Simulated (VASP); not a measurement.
# FeGe (P6/mmm) in VASP: further runs

FeGe is run at these levels: PBE, PBEsol; tasks: single point.

Program: VASP 6.6.1. These are calculated values, not measurements. Logs are shortened: lines on timing, memory, paths and dates and some standing lists are left out, and cuts for length are marked.

### 1 The cell of the first run

It takes space group P6/mmm (No. 191, hexagonal). Conventional cell: a = 4.998 Å, b = 4.998 Å, c = 4.116 Å, α = 90.00°, β = 90.00°, γ = 120.00°. Ge (site symmetry -6m2) has 6 Fe at 2.51 Å and 3 Ge at 2.89 Å within 3.3 Å. Ge (site symmetry 6/mmm) has 6 Fe at 2.50 Å within 3.3 Å. Fe (site symmetry mmm) has 6 Ge at 2.50 to 2.51 Å and 4 Fe at 2.50 Å within 3.3 Å.

### 2 Single point, PBE

The input, INCAR:

```
SYSTEM = FeGe
PREC = Accurate
ENCUT = 520
EDIFF = 1E-6
ISMEAR = -1
SIGMA = 0.05
LREAL = .FALSE.
LASPH = .TRUE.
NELM = 100
ALGO = Normal
ISIF = 2
LWAVE = .FALSE.
LCHARG = .TRUE.
GGA = PE
LELF = .TRUE.
LVHAR = .TRUE.
NBANDS = 42
```

The input, KPOINTS:

```
Automatic mesh
0
G
  6 6 7
  0 0 0
```

The input, POSCAR:

```
FeGe
1.0
    4.9976023358      0.0000000000      0.0000000000
   -2.4988011679      4.3280505808      0.0000000000
    0.0000000000      0.0000000000      4.1157613500
Ge Fe
3 3
Direct
    0.6666666667      0.3333333333      0.5000000000
    0.3333333333      0.6666666667      0.5000000000
    0.0000000000      0.0000000000      0.0000000000
    0.0000000000      0.5000000000      0.0000000000
    0.5000000000      0.5000000000      0.0000000000
    0.5000000000      0.0000000000      0.0000000000
```

Potentials or basis: VASP PAW PBE potentials, release 64 (Ge_d, Fe).

Run with:

```bash
cat potpaw_PBE.64/Ge_d/POTCAR potpaw_PBE.64/Fe/POTCAR > POTCAR
mpirun -np 1 vasp_std > vasp.out
```

OUTCAR:

```text
SYSTEM = FeGe
   PREC = Accurate
   ENCUT = 520
   EDIFF = 1E-6
   ISMEAR = -1
   LREAL = .FALSE.
   LASPH = .TRUE.
   NELM = 100
   ISIF = 2
   GGA = PE

 ion  position               nearest neighbor table
   1  0.667  0.333  0.500-   6 2.51   6 2.51   4 2.51   4 2.51   5 2.51   5 2.51   2 2.89   2 2.89
                             2 2.89
   2  0.333  0.667  0.500-   6 2.51   6 2.51   4 2.51   4 2.51   5 2.51   5 2.51   1 2.89   1 2.89
                             1 2.89
   3  0.000  0.000  0.000-   4 2.50   5 2.50   4 2.50   5 2.50   6 2.50   6 2.50
   4  0.000  0.500  0.000-   3 2.50   6 2.50   3 2.50   6 2.50   5 2.50   5 2.50   2 2.51   2 2.51
                             1 2.51   1 2.51
   5  0.500  0.500  0.000-   3 2.50   6 2.50   6 2.50   3 2.50   4 2.50   4 2.50   2 2.51   2 2.51
                             1 2.51   1 2.51
   6  0.500  0.000  0.000-   4 2.50   5 2.50   5 2.50   4 2.50   3 2.50   3 2.50   2 2.51   2 2.51
                             1 2.51   1 2.51

  LATTYP: Found a hexagonal cell.
 ALAT       =     4.9976023358
 C/A-ratio  =     0.8235471879

  Lattice vectors:

 A1 = (   4.9976023358,   0.0000000000,   0.0000000000)
 A2 = (  -2.4988011679,   4.3280505808,   0.0000000000)
 A3 = (   0.0000000000,   0.0000000000,   4.1157613500)

Analysis of symmetry for initial positions (statically):
=====================================================================
 Subroutine PRICEL returns:
 Original cell was already a primitive cell.

 Routine SETGRP: Setting up the symmetry group for a
 hexagonal supercell.

 Subroutine GETGRP returns: Found 24 space group operations
 (whereof 24 operations were pure point group operations)
 out of a pool of 24 trial point group operations.

The static configuration has the point symmetry D_6h.

Analysis of symmetry for dynamics (positions and initial velocities):
=====================================================================
 Subroutine PRICEL returns:
 Original cell was already a primitive cell.

 Routine SETGRP: Setting up the symmetry group for a
 hexagonal supercell.

 Subroutine GETGRP returns: Found 24 space group operations
 (whereof 24 operations were pure point group operations)
 out of a pool of 24 trial point group operations.

The dynamic configuration has the point symmetry D_6h.

 Subroutine INISYM returns: Found 24 space group operations
 (whereof 24 operations are pure point group operations),
 and found     1 'primitive' translations

----------------------------------------------------------------------------------------

                                     Primitive cell

  volume of cell :      89.0234

  direct lattice vectors                    reciprocal lattice vectors
     4.997602336  0.000000000  0.000000000     0.200095953  0.115525452  0.000000000
    -2.498801168  4.328050581  0.000000000     0.000000000  0.231050904  0.000000000
     0.000000000  0.000000000  4.115761350     0.000000000  0.000000000  0.242968412

  length of vectors
     4.997602336  4.997602336  4.115761350     0.231050904  0.231050904  0.242968412

  position of ions in fractional coordinates (direct lattice)
     0.666666667  0.333333333  0.500000000
     0.333333333  0.666666667  0.500000000
     0.000000000  0.000000000  0.000000000
     0.000000000  0.500000000  0.000000000
     0.500000000  0.500000000  0.000000000
     0.500000000  0.000000000  0.000000000

  ion indices of the primitive-cell ions
   primitive index   ion index
                 1           1
                 2           2
                 3           3
                 4           4
                 5           5
                 6           6

----------------------------------------------------------------------------------------

 KPOINTS: Automatic mesh

Automatic generation of k-mesh.
 Grid dimensions read from file:
 generate k-points for:    6    6    7

 Generating k-lattice:

  Cartesian coordinates                     Fractional coordinates (reciprocal lattice)
     0.033349325  0.019254242  0.000000000     0.166666667  0.000000000  0.000000000
     0.000000000  0.038508484  0.000000000     0.000000000  0.166666667  0.000000000
     0.000000000  0.000000000  0.034709773     0.000000000  0.000000000  0.142857143

  Length of vectors
     0.038508484  0.038508484  0.034709773

  Shift w.r.t. Gamma in fractional coordinates (k-lattice)
     0.000000000  0.000000000  0.000000000

 Subroutine IBZKPT returns following result:
 ===========================================

 Found     28 irreducible k-points:

 Following reciprocal coordinates:
            Coordinates               Weight
  0.000000  0.000000  0.000000      1.000000
  0.166667  0.000000  0.000000      6.000000
  0.333333  0.000000  0.000000      6.000000
  0.500000  0.000000  0.000000      3.000000
  0.166667  0.166667  0.000000      6.000000
  0.333333  0.166667  0.000000     12.000000
[... 16 lines left out ...]
  0.166667  0.000000  0.428571     12.000000
  0.333333  0.000000  0.428571     12.000000
 [... further k-points ...]
   k-points           NKPTS =     28   k-points in BZ     NKDIM =     28   number of bands    NBANDS=     42
   number of dos      NEDOS =    301   number of ions     NIONS =      6
   total plane-waves  NPLWV =  51200
   dimension x,y,z NGX =    40 NGY =   40 NGZ =   32
   dimension x,y,z NGXF=    80 NGYF=   80 NGZF=   64
   ions per type =               3   3
   NGX,Y,Z   is equivalent  to a cutoff of  13.31, 13.31, 12.93 a.u.
   NGXF,Y,Z  is equivalent  to a cutoff of  26.61, 26.61, 25.85 a.u.
 SYSTEM =  FeGe
   PREC   = accura    normal or accurate (medium, high low for compatibility)
   ISTART =      0    job   : 0-new  1-cont  2-samecut
   ICHARG =      2    charge: 1-file 2-atom 10-const
   ISPIN  =      1    spin polarized calculation?
   LNONCOLLINEAR =      F non collinear calculations
   LSORBIT =      F    spin-orbit coupling
   LASPH  =      T    aspherical Exc in radial PAW
   ENCUT  =  520.0 eV  38.22 Ry    6.18 a.u.   9.29  9.29  7.65*2*pi/ulx,y,z
   NELM   =    100;   NELMIN=  2; NELMDL= -5     # of ELM steps
   EDIFF  = 0.1E-05   stopping-criterion for ELM
   LREAL  =      F    real-space projection
   EDIFFG = 0.1E-04   stopping-criterion for IOM
   NSW    =      0    number of steps for IOM
   IBRION =     -1    ionic relax: 0-MD 1-quasi-New 2-CG
   NFREE  =      0    steps in history (QN), initial steepest desc. (CG)
   ISIF   =      2    stress and relaxation
   ISYM   =      2    0-nonsym 1-usesym 2-fastsym
   POTIM  = 0.5000    time-step for ionic-motion
   TEBEG  =    0.0;   TEEND  =   0.0 temperature during run
   PSTRESS=    0.0 pullay stress
   NELECT =      66.0000    total number of electrons
   NUPDOWN=      -1.0000    fix difference up-down
   EMIN   =  10.00;   EMAX   =-10.00  energy-range for DOS
   EFERMI =   0.00;   METHOD = LEGACY
   ISMEAR =    -1;   SIGMA  =   0.05  broadening in eV -4-tet -1-fermi 0-gaus
   EFERMI_NEDOS =   21; number of points for ismear=-14 and -15
   IALGO  =     38    algorithm
   IMIX   =      4    mixing-type and parameters
     AMIX     =   0.40;   BMIX     =  1.00
     AMIX_MAG =   1.60;   BMIX_MAG =  1.00
  volume/ion in A,a.u.               =      14.84       100.13
  Fermi-wavevector in a.u.,A,eV,Ry     =   1.481681  2.799971 29.869943  2.195379
  Thomas-Fermi vector in A             =   2.595561
   LORBIT       =      0    0 simple, 1 ext, 2 COOP (PROOUT), +10 PAW based schemes
   GGA     = PE    functional components
   LHFCALC =     F    Hartree Fock is set to
   AEXX    =    0.0000 exact exchange contribution
   IVDW    =     0    specifies the selected vdW correction
   LEPSILON=     F    determine dielectric tensor
   LRPA    =     F    only Hartree local field effects (RPA)
 non-spin polarized calculation
  energy-cutoff  :      520.00
  volume of cell :       89.02
 maximum number of plane-waves:      2427
 NGX is ok and might be reduce to    40
   NGX = 19   NGY = 19   NGZ = 15

 number of electron      65.9999999 magnetization

 Free energy of the ion-electron system (eV)
  ---------------------------------------------------
  ext. energy  EPLUGINS =         0.00000000
  ---------------------------------------------------
  free energy    TOTEN  =       -38.26737836 eV

  energy without entropy =      -38.13189513  energy(sigma->0) =      -38.19963674

 E-fermi :   6.4310     XC(G=0): -11.9218

 val. band max:        6.4246022075   @ k =   0.1667   0.1667   0.0000
 cond. band min:       6.4444303593   @ k =   0.1667   0.0000   0.2857
 fundamental gap:      0.0198281518
 Fermi energy:         6.4310063319

 k-point     1 :       0.0000    0.0000    0.0000
  band No.  band energies     occupation
      1     -18.3410      2.00000
      2     -18.2611      2.00000
      3     -18.2611      2.00000
      4     -18.1604      2.00000
      5     -18.1604      2.00000
      6     -18.1187      2.00000
[... 34 lines left out ...]
     41      10.8827      0.00000
     42      10.8827      0.00000

 k-point     2 :       0.1667    0.0000    0.0000
  band No.  band energies     occupation
      1     -18.3403      2.00000
      2     -18.2611      2.00000
      3     -18.2608      2.00000
      4     -18.1671      2.00000
      5     -18.1635      2.00000
      6     -18.1202      2.00000
[... 34 lines left out ...]
     41      10.3837      0.00000
     42      11.0060      0.00000

 k-point     3 :       0.3333    0.0000    0.0000
  band No.  band energies     occupation
      1     -18.3389      2.00000
      2     -18.2612      2.00000
      3     -18.2602      2.00000
      4     -18.1771      2.00000
      5     -18.1698      2.00000
      6     -18.1205      2.00000
[... 34 lines left out ...]
     41      10.6727      0.00000
     42      11.0621      0.00000

 k-point     4 :       0.5000    0.0000    0.0000
  band No.  band energies     occupation
      1     -18.3382      2.00000
      2     -18.2613      2.00000
      3     -18.2599      2.00000
      4     -18.1811      2.00000
      5     -18.1728      2.00000
      6     -18.1200      2.00000
[... 844 lines left out ...]
     41       9.9277      0.00000
     42       9.9277      0.00000

 k-point    23 :       0.1667    0.0000    0.4286
  band No.  band energies     occupation
      1     -18.3372      2.00000
      2     -18.2625      2.00000
      3     -18.2623      2.00000
      4     -18.1654      2.00000
      5     -18.1620      2.00000
      6     -18.1187      2.00000
[... 34 lines left out ...]
     41      10.2532      0.00000
     42      10.4917      0.00000

 k-point    24 :       0.3333    0.0000    0.4286
  band No.  band energies     occupation
      1     -18.3359      2.00000
      2     -18.2622      2.00000
      3     -18.2614      2.00000
      4     -18.1751      2.00000
      5     -18.1687      2.00000
      6     -18.1196      2.00000
[... 34 lines left out ...]
     41      11.1552      0.00000
     42      11.5295      0.00000

 [... further k-points ...]
[... 5 lines left out ...]
  --------------------------------------------------------------------------------------
  -------------------------------------------------------------------------------------
  Total       -2.3362349     -2.3362349     -6.7074933      0.0000000      0.0000000      0.0000000
  in kB      -42.0458258    -42.0458258   -120.7164964      0.0000000      0.0000000      0.0000000
  external PRESSURE =     -68.2693827 kB  Pullay stress =       0.0000000 kB

 VOLUME and BASIS-vectors are now :
 -----------------------------------------------------------------------------
  energy-cutoff  :      520.00
  volume of cell :       89.02
      direct lattice vectors                 reciprocal lattice vectors
     4.997602336  0.000000000  0.000000000     0.200095953  0.115525452  0.000000000
    -2.498801168  4.328050581  0.000000000     0.000000000  0.231050904  0.000000000
     0.000000000  0.000000000  4.115761350     0.000000000  0.000000000  0.242968412

 POSITION                                       TOTAL-FORCE (eV/Angst)
 -----------------------------------------------------------------------------------
      2.49880      1.44268      2.05788         0.000000     -0.000000      0.000000
     -0.00000      2.88537      2.05788        -0.000000      0.000000     -0.000000
      0.00000      0.00000      0.00000        -0.000000      0.000000     -0.000000
     -1.24940      2.16403      0.00000        -0.000000      0.000000     -0.000000
      1.24940      2.16403      0.00000        -0.000000      0.000000     -0.000000
      2.49880      0.00000      0.00000        -0.000000      0.000000     -0.000000
 -----------------------------------------------------------------------------------
    total drift:                               -0.000000      0.000000     -0.000000

  FREE ENERGIE OF THE ION-ELECTRON SYSTEM (eV)
  ---------------------------------------------------
  free  energy   TOTEN  =       -38.2673783617 eV

  energy  without entropy=      -38.1318951282  energy(sigma->0) =      -38.19963674
```

Run time: 50 s. Hardware: 1 thread of Intel Xeon 6975P-C (Granite Rapids), shared host; peak memory 0.25 GiB.

Results:

```yaml
Free_energy: -38.2674 eV
Pressure: -6.8 GPa
Band_gap_on_the_k_mesh: zero (band 33 reaches 6.64 eV, above the bottom of band 34 at 6.12 eV)
```

Levels at points of the mesh, in eV from the Fermi level:
| k point | band 28 | band 29 | band 30 | band 31 | band 32 | band 33 | band 34 | band 35 | band 36 | band 37 |
| --- | --- | --- | --- | --- | --- | --- | --- | --- | --- | --- |
| (0.00, 0.00, 0.00) | -1.67 | -1.67 | -0.21 | -0.21 | -0.02 | 0.04 | 0.04 | 0.74 | 1.17 | 2.05 |
| (0.50, 0.00, 0.00) | -1.53 | -1.05 | -0.75 | -0.64 | -0.13 | 0.03 | 1.26 | 1.38 | 1.43 | 2.04 |

### 3 Single point, PBEsol, collinear spin, ferromagnetic start (volume scaled by 1.04)

The input, INCAR:

```
SYSTEM = FeGe
PREC = Accurate ; ENCUT = 520
EDIFF = 1E-6 ; ISMEAR = -1
SIGMA = 0.05 ; LREAL = .FALSE.
LASPH = .TRUE. ; NELM = 150
ALGO = Normal ; ISIF = 2
LWAVE = .FALSE. ; LCHARG = .TRUE.
ISPIN = 2 ; MAGMOM = 0 0 0 3 3 3
LORBIT = 11 ; LMAXMIX = 4
GGA = PS ; LELF = .TRUE.
LVHAR = .TRUE. ; NBANDS = 46
```

KPOINTS is that of step 2.

POSCAR, as its differences from that of step 2:

```diff
@@ -2,5 +2,5 @@
 1.0
-    4.9976023358      0.0000000000      0.0000000000
-   -2.4988011679      4.3280505808      0.0000000000
-    0.0000000000      0.0000000000      4.1157613500
+    5.0633678031      0.0000000000      0.0000000000
+   -2.5316839015      4.3850051461      0.0000000000
+    0.0000000000      0.0000000000      4.1699223156
 Ge Fe
```

Potentials or basis: VASP PAW PBE potentials, release 64 (Ge_d, Fe).

Run with:

```bash
cat potpaw_PBE.64/Ge_d/POTCAR potpaw_PBE.64/Fe/POTCAR > POTCAR
mpirun -np 1 vasp_std > vasp.out
```

It took 3.1 min on 1 thread of Intel Xeon Platinum 8375C at 2.90GHz (Ice Lake), shared host; peak memory 0.35 GiB.

Results (log left out):

```yaml
Free_energy: -42.3089 eV
Pressure: -13.9 GPa
Net_moment: 4.48 μB per cell
Site_moments: Ge -0.06, -0.09; Fe +1.58 μB
Valence_electrons_inside_the_program's_atomic_spheres: Ge 12.31, 12.28; Fe 7.28
```

Stress tensor (GPa, compression positive):
```
-14.02   0.00   0.00
  0.00 -14.02   0.00
  0.00   0.00 -13.80
```

Levels at points of the mesh, in eV from the Fermi level:
Spin up:
| k point | band 33 | band 34 | band 35 | band 36 | band 37 | band 38 |
| --- | --- | --- | --- | --- | --- | --- |
| (0.00, 0.00, 0.00) | -1.30 | -1.30 | -0.42 | 0.04 | 1.05 | 1.05 |
| (0.50, 0.00, 0.00) | -1.30 | 0.30 | 0.36 | 0.75 | 1.27 | 1.41 |
Spin down:
| k point | band 28 | band 29 | band 30 | band 31 | band 32 | band 33 | band 34 | band 35 |
| --- | --- | --- | --- | --- | --- | --- | --- | --- |
| (0.00, 0.00, 0.00) | -1.29 | -1.29 | 0.27 | 0.27 | 0.41 | 0.54 | 0.54 | 0.90 |
| (0.50, 0.00, 0.00) | -1.45 | -0.68 | -0.31 | -0.30 | 0.24 | 0.51 | 1.27 | 1.40 |

Caveat: the PAW data sets were made with another functional, which shifts forces and pressure a little.
